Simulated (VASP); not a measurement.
# NaH (Amm2) in VASP: further runs, part 2 of 2

VASP 6.6.1. The steps go on from the part before.

## 3. Single point, PBEsol (atom 1 (Na) moved by (-0.300, +0.000) A along [1 1 0] and z)

Input file INCAR:

```
SYSTEM = NaH
ALGO     = Normal         ! electronic algorithm
EDIFF    = 1E-6           ! SCF threshold, eV
ENCUT    = 500            ! plane-wave cutoff, eV
GGA      = PS             ! functional
GGA_COMPAT= .FALSE.      
ISIF     = 2              ! what is computed and relaxed
ISMEAR   = 0              ! smearing method
LASPH    = .TRUE.         ! aspherical terms in the spheres
LCHARG   = .TRUE.         ! write CHGCAR
LELF     = .TRUE.         ! ELF
LREAL    = .FALSE.        ! projectors in reciprocal space
LVHAR    = .TRUE.       
LWAVE    = .FALSE.        ! write WAVECAR
NBANDS   = 11             ! bands
NELM     = 120            ! most SCF steps
PREC     = Accurate       ! precision mode
SIGMA    = 0.05           ! smearing width, eV
```

Input file KPOINTS:

```
k-points
0
G
  10 10 10
  0 0 0
```

Input file POSCAR:

```
NaH
1.0
    2.9551240000      0.0000000000      0.0000000000
    0.0000000000      2.9551240000      0.0000000000
    0.0000000000      0.0000000000      2.9551240000
Na H
1 1
Direct
   -0.0717844782     -0.0717844782      0.0000000000
    0.5000000000      0.5000000000      0.5000000000
```

Potentials or basis: VASP PAW PBE potentials, release 64 (Na_pv, H).

Run with:

```console
> cat potpaw_PBE.64/Na_pv/POTCAR potpaw_PBE.64/H/POTCAR > POTCAR
> mpirun -np 1 vasp_std > vasp.out
```

OUTCAR:

```text
SYSTEM = NaH
   EDIFF = 1E-6
   ENCUT = 500
   GGA = PS
   ISIF = 2
   ISMEAR = 0
   LASPH = .TRUE.
   LREAL = .FALSE.
   NELM = 120
   PREC = Accurate

 ion  position               nearest neighbor table
   1  0.928  0.928  0.000-
   2  0.500  0.500  0.500-

  LATTYP: Found a simple cubic cell.
 ALAT       =     2.9551240000

  Lattice vectors:

 A1 = (   2.9551240000,   0.0000000000,   0.0000000000)
 A2 = (   0.0000000000,   2.9551240000,   0.0000000000)
 A3 = (   0.0000000000,   0.0000000000,   2.9551240000)

Analysis of symmetry for initial positions (statically):
=====================================================================
 Subroutine PRICEL returns:
 Original cell was already a primitive cell.

 Routine SETGRP: Setting up the symmetry group for a
 simple cubic supercell.

 Subroutine GETGRP returns: Found  4 space group operations
 (whereof  4 operations were pure point group operations)
 out of a pool of 48 trial point group operations.

The static configuration has the point symmetry C_2v.

Analysis of symmetry for dynamics (positions and initial velocities):
=====================================================================
[... 163 lines left out ...]
 fundamental gap:      0.8744318260
 Fermi energy:         1.5768660440

 k-point     1 :       0.0000    0.0000    0.0000
  band No.  band energies     occupation
      1     -23.0853      2.00000
      2     -23.0823      2.00000
      3     -23.0749      2.00000
      4      -4.6920      2.00000
      5       9.6686      0.00000
      6      11.9409      0.00000
      7      12.0602      0.00000
      8      13.6829      0.00000
      9      13.8598      0.00000
     10      14.3039      0.00000
     11      26.7641      0.00000
[... 309 lines left out ...]
 k-point    24 :       0.0000    0.4000    0.1000
  band No.  band energies     occupation
      1     -23.2464      2.00000
      2     -23.0768      2.00000
      3     -23.0678      2.00000
      4      -2.4368      2.00000
      5       3.0428      0.00000
      6      11.0022      0.00000
      7      13.7107      0.00000
      8      15.4034      0.00000
      9      16.3736      0.00000
     10      18.4391      0.00000
     11      19.6864      0.00000

 [... further k-points ...]
[... 5 lines left out ...]
  --------------------------------------------------------------------------------------
  -------------------------------------------------------------------------------------
  Total        0.0545343      0.0545343      0.0419815      0.1305514      0.0000000      0.0000000
  in kB        3.3857399      3.3857399      2.6064039      8.1052248      0.0000000      0.0000000
  external PRESSURE =       3.1259612 kB  Pullay stress =       0.0000000 kB

 VOLUME and BASIS-vectors are now :
 -----------------------------------------------------------------------------
  energy-cutoff  :      500.00
  volume of cell :       25.81
      direct lattice vectors                 reciprocal lattice vectors
     2.955124000  0.000000000  0.000000000     0.338395275  0.000000000  0.000000000
     0.000000000  2.955124000  0.000000000     0.000000000  0.338395275  0.000000000
     0.000000000  0.000000000  2.955124000     0.000000000  0.000000000  0.338395275

 POSITION                                       TOTAL-FORCE (eV/Angst)
 -----------------------------------------------------------------------------------
      2.74299      2.74299      0.00000         0.120211      0.120211      0.000000
      1.47756      1.47756      1.47756        -0.120211     -0.120211      0.000000
 -----------------------------------------------------------------------------------
    total drift:                               -0.000107     -0.000107      0.000003

  FREE ENERGIE OF THE ION-ELECTRON SYSTEM (eV)
  ---------------------------------------------------
  free  energy   TOTEN  =        -4.7656528038 eV

  energy  without entropy=       -4.7656528038  energy(sigma->0) =       -4.76565280
```

stdout:

```text
POSCAR found type information on POSCAR NaH
 POSCAR found :  2 types and       2 ions
 scaLAPACK will be used
 -----------------------------------------------------------------------------
|                                                                             |
|                                                                             |
|     You enforced a specific xc type in the INCAR file but a different       |
|     I HOPE YOU KNOW WHAT YOU ARE DOING!                                     |
|                                                                             |
 -----------------------------------------------------------------------------

 LDA part: xc-table for (Slater+PW92), standard interpolation
 POSCAR, INCAR and KPOINTS ok, starting setup
 FFT: planning ... GRIDC
 FFT: planning ... GRID_SOFT
 FFT: planning ... GRID
 WAVECAR not read
 entering main loop
```

It took 40 s on 1 thread of AMD EPYC 7R43 (Zen 3), shared host; peak memory 0.13 GiB.

What came out:

- Free energy: -4.7657 eV
- Pressure: 0.3 GPa
- Largest force: 0.170 eV/Å
- Band gap on the k mesh: 0.87 eV (least direct gap 4.29 eV)

Forces in eV/Å, atoms in the order of the input:
```
Na   0.120  0.120  0.000
H   -0.120 -0.120  0.000
```

Stress tensor (GPa, compression positive):
```
0.34 0.81 0.00
0.81 0.34 0.00
0.00 0.00 0.26
```

Levels at points of the mesh, in eV from the valence-band top:
| k point | band 1 | band 2 | band 3 | band 4 | band 5 | band 6 | band 7 | band 8 | band 9 |
| --- | --- | --- | --- | --- | --- | --- | --- | --- | --- |
| (0.00, 0.00, 0.00) | -24.37 | -24.37 | -24.36 | -5.98 | 8.38 | 10.66 | 10.78 | 12.40 | 12.58 |
| (0.50, 0.00, 0.00) | -24.55 | -24.35 | -24.34 | -3.42 | 0.87 | 10.90 | 14.00 | 14.45 | 14.71 |
| (0.00, 0.00, 0.50) | -24.54 | -24.35 | -24.35 | -3.42 | 0.91 | 10.69 | 14.02 | 14.53 | 14.76 |
| (0.50, 0.50, 0.00) | -24.52 | -24.52 | -24.33 | -1.70 | 4.13 | 4.13 | 6.65 | 14.81 | 18.03 |
| (0.00, 0.50, 0.50) | -24.52 | -24.51 | -24.34 | -1.72 | 4.11 | 4.15 | 6.69 | 14.80 | 18.19 |
| (0.50, 0.50, 0.50) | -24.50 | -24.49 | -24.49 | 0.00 | 6.76 | 6.80 | 6.95 | 8.93 | 8.95 |

Caveat: the cell differs from its parent crystal (atom 1 (Na) moved by (-0.300, +0.000) A along [1 1 0] and z); the PAW data sets were made with another functional, which shifts forces and pressure a little.
